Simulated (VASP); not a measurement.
Runs of VASP 6.6.1 on HfB. The structure is that of space group R-3m (No. 166), or close to it. The cells are those of the table. The cell was built from a structure type or drawn by symmetry, and may not be a known phase.

```tsv
task	cell	k mesh	cutoff (eV)	gap on the mesh (eV)	pressure (GPa)	relaxed volume (Å³/atom)
single point	a = 3.018 Å, angles 94.7°, 2 atoms	6 × 6 × 6	520	none	(a)	-
relaxation of cell and atoms	relaxed from a = 3.018 Å, angles 94.7°, 2 atoms	18 × 18 × 18	600	none	0.0	13.53
single point	a = 3.115 Å, angles 99.7°, 2 atoms	6 × 6 × 6	520	none	-0.4	-
single point	a = 3.016 Å, angles 94.8°, 2 atoms	18 × 18 × 18	520	none	-0.4	-
relaxation of cell and atoms	relaxed from a = 3.115 Å, angles 99.7°, 2 atoms	6 × 6 × 6	600	none	0.1	13.55
```

Alike in all rows: level PBE; potentials or basis VASP PAW PBE potentials, release 64 (Hf_pv, B); no spin polarisation; smearing gaussian 0.1 eV.

Question: Estimate the missing entries.

Answer: (a) -0.5.

Caveats: spin-orbit coupling is left out, which moves the levels of the heavy elements.

A k mesh can miss the band edges, and the runs leave out spin-orbit coupling on Hf.

A gap of «none» marks levels without a gap at the run's occupations.
